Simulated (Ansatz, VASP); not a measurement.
**CaS in VASP and in Ansatz**

```
CELL_PARAMETERS angstrom
0.00000 2.81658 2.81658
2.81658 0.00000 2.81658
2.81658 2.81658 0.00000
ATOMIC_POSITIONS crystal
Ca 0.00000 0.00000 0.00000
S 0.50000 0.50000 0.50000
```

Alike in both runs: functional PBEsol; k mesh 8 × 8 × 8; occupations gaussian, width 0.02 eV; no spin polarisation.

Ansatz relaxed the structure, and its values are those at the end. VASP's run is a single point on that final structure, the one shown.

```csv
,VASP,Ansatz
version,VASP 6.6.1,Ansatz 0.2.0
potentials or method,"VASP PAW PBE potentials, release 64 (Ca_sv, S), cutoff 500 eV","scalar-relativistic, plane waves, PAW"
valence electrons in the cell,16,16
```

```csv
,VASP,Ansatz,Ansatz less VASP
gap on the k mesh at the Fermi level (eV),2.15,2.16,+0.006
least direct gap on the mesh (eV),3.00,3.00,+0.005
pressure (GPa),0.2,0.0,-0.19
```

VASP's potentials were made for PBE, not for PBEsol.
